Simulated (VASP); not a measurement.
# TaN (P-62m) in VASP: single point with BLYP+D3(BJ)

Aim: the single point of TaN with BLYP+D3(BJ).

Program: VASP 6.6.1. These are calculated values, not measurements. Logs are shortened: lines on timing, memory, paths and dates and some standing lists are left out, and cuts for length are marked.

## Step 1: The cell of the first run

Symmetry: P-62m, No. 189, hexagonal system. Conventional cell: a = 5.203 Å, b = 5.203 Å, c = 2.905 Å, α = 90.00°, β = 90.00°, γ = 120.00°. Within 3.1 Å of Ta (site symmetry -6) lie 6 N at 2.16 Å and 5 Ta at 2.90 to 3.00 Å. Ta (site symmetry -62m) has 3 N at 2.04 Å within 2.7 Å. Within 3.0 Å of N (site symmetry m2m) lie 5 Ta at 2.04 to 2.16 Å and 6 N at 2.78 to 2.90 Å.

## Step 2: Single point, BLYP+D3(BJ)

File INCAR:

```
AGGAC = 1.0
AGGAX = 1.0
ALDAC = 0.0
ALDAX = 1.0
ALGO = Normal
EDIFF = 1E-6
ENCUT = 700
GGA = B5
GGA_COMPAT = F
ISIF = 2
ISMEAR = -1
IVDW = 12
LASPH = T
LCHARG = T
LELF = T
LREAL = F
LVHAR = T
LWAVE = F
NBANDS = 36
NELM = 120
PREC = Accurate
SIGMA = 0.15
VDW_A1 = 0.4298
VDW_A2 = 4.2359
VDW_S6 = 1.0
VDW_S8 = 2.6996
```

File KPOINTS:

```
k-points
0
Gamma
  6 6 9
```

File POSCAR:

```
TaN
1.0
    5.2031615201      0.0000000000      0.0000000000
   -2.6015807600      4.5060700564      0.0000000000
    0.0000000000      0.0000000000      2.9047213065
Ta N
3 3
Direct
    0.3333333333      0.6666666667      0.5000000000
    0.6666666667      0.3333333333      0.5000000000
    0.0000000000      0.0000000000      0.0000000000
    0.3921966307      0.0000000000      0.0000000000
    0.6078033693      0.6078033693      0.0000000000
    0.0000000000      0.3921966307      0.0000000000
```

Potentials or basis: VASP PAW PBE potentials, release 64 (Ta_sv_GW, N).

Command:

```console
cat potpaw_PBE.64/Ta_sv_GW/POTCAR potpaw_PBE.64/N/POTCAR > POTCAR
mpirun -np 1 vasp_std > vasp.out
```

OUTCAR:

```text
EDIFF = 1E-6
   ENCUT = 700
   GGA = B5
   ISIF = 2
   ISMEAR = -1
   IVDW = 12
   LASPH = T
   LREAL = F
   NELM = 120
   PREC = Accurate
 IVDW          = 12

 ion  position               nearest neighbor table
   1  0.333  0.667  0.500-   4 2.16   4 2.16   6 2.16   6 2.16   5 2.16   5 2.16   2 3.00   2 3.00
                             2 3.00
   2  0.667  0.333  0.500-   6 2.16   6 2.16   4 2.16   4 2.16   5 2.16   5 2.16   1 3.00   1 3.00
                             1 3.00
   3  0.000  0.000  0.000-   6 2.04   4 2.04   5 2.04
   4  0.392  0.000  0.000-   3 2.04   1 2.16   1 2.16   2 2.16   2 2.16
   5  0.608  0.608  0.000-   3 2.04   2 2.16   2 2.16   1 2.16   1 2.16
   6  0.000  0.392  0.000-   3 2.04   2 2.16   2 2.16   1 2.16   1 2.16

  LATTYP: Found a hexagonal cell.
 ALAT       =     5.2031615201
 C/A-ratio  =     0.5582608372

  Lattice vectors:

 A1 = (   5.2031615201,   0.0000000000,   0.0000000000)
 A2 = (  -2.6015807600,   4.5060700564,   0.0000000000)
 A3 = (   0.0000000000,   0.0000000000,   2.9047213065)

Analysis of symmetry for initial positions (statically):
=====================================================================
 Subroutine PRICEL returns:
 Original cell was already a primitive cell.

 Routine SETGRP: Setting up the symmetry group for a
 hexagonal supercell.

 Subroutine GETGRP returns: Found 12 space group operations
 (whereof 12 operations were pure point group operations)
 out of a pool of 24 trial point group operations.

The static configuration has the point symmetry D_3h.

Analysis of symmetry for dynamics (positions and initial velocities):
=====================================================================
 Subroutine PRICEL returns:
 Original cell was already a primitive cell.

 Routine SETGRP: Setting up the symmetry group for a
 hexagonal supercell.

 Subroutine GETGRP returns: Found 12 space group operations
 (whereof 12 operations were pure point group operations)
 out of a pool of 24 trial point group operations.

The dynamic configuration has the point symmetry D_3h.

 Subroutine INISYM returns: Found 12 space group operations
 (whereof 12 operations are pure point group operations),
 and found     1 'primitive' translations

----------------------------------------------------------------------------------------

                                     Primitive cell

  volume of cell :      68.1035

  direct lattice vectors                    reciprocal lattice vectors
     5.203161520  0.000000000  0.000000000     0.192190843  0.110961435  0.000000000
    -2.601580760  4.506070056  0.000000000     0.000000000  0.221922870  0.000000000
     0.000000000  0.000000000  2.904721306     0.000000000  0.000000000  0.344267107

  length of vectors
     5.203161520  5.203161520  2.904721306     0.221922870  0.221922870  0.344267107

  position of ions in fractional coordinates (direct lattice)
     0.333333333  0.666666667  0.500000000
     0.666666667  0.333333333  0.500000000
     0.000000000  0.000000000  0.000000000
     0.392196631  0.000000000  0.000000000
     0.607803369  0.607803369  0.000000000
     1.000000000  0.392196631  0.000000000

  ion indices of the primitive-cell ions
   primitive index   ion index
                 1           1
                 2           2
                 3           3
                 4           4
                 5           5
                 6           6

----------------------------------------------------------------------------------------

 KPOINTS: k-points

Automatic generation of k-mesh.
 Grid dimensions read from file:
 generate k-points for:    6    6    9

 Generating k-lattice:

  Cartesian coordinates                     Fractional coordinates (reciprocal lattice)
     0.032031807  0.018493573  0.000000000     0.166666667  0.000000000  0.000000000
     0.000000000  0.036987145  0.000000000     0.000000000  0.166666667  0.000000000
     0.000000000  0.000000000  0.038251901     0.000000000  0.000000000  0.111111111

  Length of vectors
     0.036987145  0.036987145  0.038251901

  Shift w.r.t. Gamma in fractional coordinates (k-lattice)
     0.000000000  0.000000000  0.000000000

 Subroutine IBZKPT returns following result:
 ===========================================

 Found     35 irreducible k-points:

 Following reciprocal coordinates:
            Coordinates               Weight
  0.000000  0.000000  0.000000      1.000000
  0.166667  0.000000  0.000000      6.000000
  0.333333  0.000000  0.000000      6.000000
  0.500000  0.000000  0.000000      3.000000
  0.166667  0.166667  0.000000      6.000000
  0.333333  0.166667  0.000000     12.000000
[... 16 lines left out ...]
  0.166667  0.000000  0.333333     12.000000
  0.333333  0.000000  0.333333     12.000000
 [... further k-points ...]
   k-points           NKPTS =     35   k-points in BZ     NKDIM =     35   number of bands    NBANDS=     36
   number of dos      NEDOS =    301   number of ions     NIONS =      6
   total plane-waves  NPLWV =  64512
   dimension x,y,z NGX =    48 NGY =   48 NGZ =   28
   dimension x,y,z NGXF=    96 NGYF=   96 NGZF=   56
   ions per type =               3   3
   NGX,Y,Z   is equivalent  to a cutoff of  15.34, 15.34, 16.03 a.u.
   NGXF,Y,Z  is equivalent  to a cutoff of  30.67, 30.67, 32.05 a.u.
 SYSTEM =  unknown system
   PREC   = accura    normal or accurate (medium, high low for compatibility)
   ISTART =      0    job   : 0-new  1-cont  2-samecut
   ICHARG =      2    charge: 1-file 2-atom 10-const
   ISPIN  =      1    spin polarized calculation?
   LNONCOLLINEAR =      F non collinear calculations
   LSORBIT =      F    spin-orbit coupling
   LASPH  =      T    aspherical Exc in radial PAW
   ENCUT  =  700.0 eV  51.45 Ry    7.17 a.u.  11.22 11.22  6.27*2*pi/ulx,y,z
   NELM   =    120;   NELMIN=  2; NELMDL= -5     # of ELM steps
   EDIFF  = 0.1E-05   stopping-criterion for ELM
   LREAL  =      F    real-space projection
[... 7 lines left out ...]
   TEBEG  =    0.0;   TEEND  =   0.0 temperature during run
   PSTRESS=    0.0 pullay stress
   NELECT =      54.0000    total number of electrons
   NUPDOWN=      -1.0000    fix difference up-down
   EMIN   =  10.00;   EMAX   =-10.00  energy-range for DOS
   EFERMI =   0.00;   METHOD = LEGACY
   ISMEAR =    -1;   SIGMA  =   0.15  broadening in eV -4-tet -1-fermi 0-gaus
   EFERMI_NEDOS =   21; number of points for ismear=-14 and -15
   IALGO  =     38    algorithm
   IMIX   =      4    mixing-type and parameters
     AMIX     =   0.40;   BMIX     =  1.00
     AMIX_MAG =   1.60;   BMIX_MAG =  1.00
  volume/ion in A,a.u.               =      11.35        76.60
  Fermi-wavevector in a.u.,A,eV,Ry     =   1.515245  2.863398 31.238531  2.295967
  Thomas-Fermi vector in A             =   2.624795
   LORBIT       =      0    0 simple, 1 ext, 2 COOP (PROOUT), +10 PAW based schemes
   GGA     = B5    functional components
   LHFCALC =     F    Hartree Fock is set to
   AEXX    =    0.0000 exact exchange contribution
   IVDW    =    12    specifies the selected vdW correction
   LEPSILON=     F    determine dielectric tensor
   LRPA    =     F    only Hartree local field effects (RPA)
 non-spin polarized calculation
  energy-cutoff  :      700.00
  volume of cell :       68.10
 maximum number of plane-waves:      2888
 NGX is ok and might be reduce to    48
   NGX = 23   NGY = 23   NGZ = 13

 number of electron      53.9999999 magnetization

 Free energy of the ion-electron system (eV)
  ---------------------------------------------------
  ext. energy  EPLUGINS =         0.00000000
  ---------------------------------------------------
  free energy    TOTEN  =       -69.17084193 eV

  energy without entropy =      -69.11375131  energy(sigma->0) =      -69.14229662

 E-fermi :  12.7827     XC(G=0): -12.6590

 val. band max:       12.5846021923   @ k =   0.1667   0.0000   0.1111
 cond. band min:      12.7829151508   @ k =   0.0000   0.0000   0.2222
 fundamental gap:      0.1983129585
 Fermi energy:        12.7827424656

 k-point     1 :       0.0000    0.0000    0.0000
  band No.  band energies     occupation
      1     -56.3870      2.00000
      2     -56.3425      2.00000
      3     -55.7062      2.00000
      4     -23.3545      2.00000
      5     -23.3545      2.00000
      6     -23.0019      2.00000
[... 28 lines left out ...]
     35      15.9287      0.00000
     36      15.9287      0.00000

 k-point     2 :       0.1667    0.0000    0.0000
  band No.  band energies     occupation
      1     -56.3844      2.00000
      2     -56.3451      2.00000
      3     -55.7063      2.00000
      4     -23.3761      2.00000
      5     -23.3466      2.00000
      6     -22.9866      2.00000
[... 28 lines left out ...]
     35      16.0275      0.00000
     36      16.1318      0.00000

 k-point     3 :       0.3333    0.0000    0.0000
  band No.  band energies     occupation
      1     -56.3775      2.00000
      2     -56.3519      2.00000
      3     -55.7064      2.00000
      4     -23.4130      2.00000
      5     -23.3012      2.00000
      6     -23.0092      2.00000
[... 28 lines left out ...]
     35      16.5901      0.00000
     36      16.7346      0.00000
[... 742 lines left out ...]
 k-point    23 :       0.1667    0.0000    0.3333
  band No.  band energies     occupation
      1     -56.3497      2.00000
      2     -56.3116      2.00000
      3     -55.6755      2.00000
      4     -23.4680      2.00000
      5     -23.3133      2.00000
      6     -23.2544      2.00000
[... 28 lines left out ...]
     35      16.1861      0.00000
     36      17.4761      0.00000

 k-point    24 :       0.3333    0.0000    0.3333
  band No.  band energies     occupation
      1     -56.3431      2.00000
      2     -56.3182      2.00000
      3     -55.6755      2.00000
      4     -23.4532      2.00000
      5     -23.3415      2.00000
      6     -23.2752      2.00000
[... 28 lines left out ...]
     35      16.4316      0.00000
     36      17.8717      0.00000

 [... further k-points ...]

------------------------ aborting loop because EDIFF is reached ----------------------------------------

 Edisp (eV)   -6.17315

 E8    (eV) :    -4.6519

  FORCE on cell =-STRESS in cart. coord.  units (eV):
  Direction    XX          YY          ZZ          XY          YZ          ZX
  --------------------------------------------------------------------------------------
  -------------------------------------------------------------------------------------
  Total       0.38004     0.38004     0.37084     0.00000     0.00000     0.00000
  in kB       8.94065     8.94065     8.72428     0.00000     0.00000     0.00000
  external pressure =        8.87 kB  Pullay stress =        0.00 kB

 VOLUME and BASIS-vectors are now :
 -----------------------------------------------------------------------------
  energy-cutoff  :      700.00
  volume of cell :       68.10
      direct lattice vectors                 reciprocal lattice vectors
     5.203161520  0.000000000  0.000000000     0.192190843  0.110961435  0.000000000
    -2.601580760  4.506070056  0.000000000     0.000000000  0.221922870  0.000000000
     0.000000000  0.000000000  2.904721306     0.000000000  0.000000000  0.344267107

 POSITION                                       TOTAL-FORCE (eV/Angst)
 -----------------------------------------------------------------------------------
     -0.00000      3.00405      1.45236         0.000000      0.000000     -0.000000
      2.60158      1.50202      1.45236         0.000000      0.000000     -0.000000
      0.00000      0.00000      0.00000         0.000000      0.000000     -0.000000
      2.04066      0.00000      0.00000         0.012758      0.000000      0.000000
      1.58125      2.73880      0.00000        -0.006379     -0.011049      0.000000
     -1.02033      1.76727      0.00000        -0.006379      0.011049     -0.000000
 -----------------------------------------------------------------------------------
    total drift:                               -0.000000     -0.000000      0.000000

  FREE ENERGIE OF THE ION-ELECTRON SYSTEM (eV)
  ---------------------------------------------------
  free  energy   TOTEN  =       -75.3439876694 eV

  energy  without entropy=      -75.2868970425  energy(sigma->0) =      -75.31544236
```

Run time: 5.3 min. Hardware: 1 thread of AMD EPYC 7R13 (Zen 3), shared host; peak memory 0.29 GiB.

Results:

```yaml
Free_energy: -75.3440 eV
Pressure: 0.9 GPa
Largest_force: 0.013 eV/Å
Band_gap_on_the_k_mesh: zero (bands 27 and 28 overlap by 3.10 eV)
Dispersion_energy_per_atom: -1.029 eV
```

Forces on the atoms (eV/Å):
```
Ta   0.000  0.000  0.000
Ta   0.000  0.000  0.000
Ta   0.000  0.000  0.000
N    0.013  0.000  0.000
N   -0.006 -0.011  0.000
N   -0.006  0.011  0.000
```

Caveat: the dispersion term is far too large for a dense solid, which distorts pressure and volume; the PAW data sets were made with another functional, which shifts forces and pressure a little; spin-orbit coupling is left out, which moves the levels of the heavy elements.

The gap in the log of VASP goes by the Fermi energy; the results here count the filled bands.